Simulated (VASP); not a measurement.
**Al3GaO6: relaxation of cell and atoms with PBEsol**

Crystal: Al3GaO6.

```xyz
10
Lattice="2.4353 1.4060 4.4150 -2.4353 1.4060 4.4150 0.0000 -2.8121 4.4150" Properties=species:S:1:pos:R:3 pbc="T T T"
Al    0.0000    0.0000   11.3050
Al    0.0000    0.0000    8.5831
Al    0.0000    0.0000    4.6214
Ga    0.0000    0.0000    1.8731
O     0.6724    1.5160    5.5165
O     1.6922    0.0837    7.7641
O    -1.6491   -0.1757    5.5165
O     0.9767   -1.3403    5.5165
O    -0.9186    1.4237    7.7641
O    -0.7736   -1.5074    7.7641
```

- Program: VASP 6.6.1
- Task: relaxation of cell and atoms
- Functional: PBEsol
- Potentials or basis: VASP PAW PBE potentials, release 64 (Al, Ga_d, O)
- Cutoff: 600 eV
- k mesh: 6 × 6 × 6
- Occupations: fermi-dirac, width 0.02 eV
- Spin: no spin polarisation
- Dipole correction: no
- Further INCAR settings: ALGO = Normal; EDIFF = 1e-06; IBRION = 2; EDIFFG = -0.005; NSW = 80; ISIF = 3

- Relaxed volume: 8.83 Å³/atom
- Relaxed cell: a = 5.185 Å, b = 5.185 Å, c = 5.185 Å, α = 55.52°, β = 55.52°, γ = 55.52°
- Space group after relaxing (to 0.1 Å): R3 (No. 146)
- Energy gained by relaxing: 4.6 meV/atom
- Ionic steps: 11
- Pressure after relaxing: 0.0 GPa
- Largest force after relaxing: 0.005 eV/Å
- Band gap on the k mesh: 4.80 eV (least direct gap 4.88 eV)

Forces on the atoms (eV/Å):
```
Al   0.000  0.000 -0.004
Al   0.000  0.000 -0.001
Al   0.000  0.000  0.005
Ga   0.000  0.000 -0.001
O    0.002  0.001  0.001
O    0.002  0.001 -0.001
O   -0.002  0.002  0.001
O   -0.001 -0.002  0.001
O   -0.002  0.002 -0.001
O   -0.001 -0.002 -0.001
```

Step by step:
```csv
step,energy change (eV),largest force (eV/Å),pressure (GPa),volume (Å³)
1,0.0000,0.0836,-5.98,90.70
2,-0.0102,0.0736,5.76,86.33
3,-0.0458,0.0344,-0.01,88.34
4,-0.0458,0.0345,0.12,88.30
5,-0.0460,0.0200,0.11,88.29
6,-0.0460,0.0206,0.10,88.29
7,-0.0460,0.0098,-0.09,88.36
8,-0.0460,0.0105,-0.01,88.34
9,-0.0460,0.0105,-0.05,88.34
10,-0.0460,0.0103,-0.04,88.34
11,-0.0460,0.0046,0.00,88.33
```

Final structure:
```
Al Ga O
1.0
     2.41517    1.39440    4.37163
    -2.41517    1.39440    4.37163
     0.00000   -2.78879    4.37163
Al Ga O
3 1 6
Direct
  0.85336 0.85336 0.85336
  0.64795 0.64795 0.64795
  0.34896 0.34896 0.34896
  0.14151 0.14151 0.14151
  0.73491 0.45804 0.05693
  0.94406 0.24864 0.56566
  0.05693 0.73491 0.45804
  0.45804 0.05693 0.73491
  0.56566 0.94406 0.24864
  0.24864 0.56566 0.94406
```

Levels at points of the mesh, in eV from the valence-band top:
| k point | band 26 | band 27 | band 28 | band 29 | band 30 | band 31 | band 32 | band 33 |
| --- | --- | --- | --- | --- | --- | --- | --- | --- |
| (0.00, 0.00, 0.00) | -0.42 | -0.08 | -0.08 | -0.08 | 4.80 | 8.05 | 9.36 | 10.87 |
| (0.50, 0.00, 0.00) | -0.89 | -0.77 | -0.31 | -0.18 | 6.73 | 8.85 | 9.04 | 9.27 |
| (0.50, 0.50, 0.00) | -1.07 | -0.83 | -0.55 | -0.22 | 7.02 | 9.27 | 9.49 | 9.57 |
| (0.50, 0.50, 0.50) | -0.50 | -0.50 | -0.20 | -0.20 | 6.74 | 7.86 | 9.57 | 10.71 |

Run time: 21 min on 1 thread of Oxide Virtual Turin-like Processor (shared host), peak memory 0.33 GiB.

Caveat: the PAW data sets were made with another functional, which shifts forces and pressure a little. A k mesh can miss the band edges.
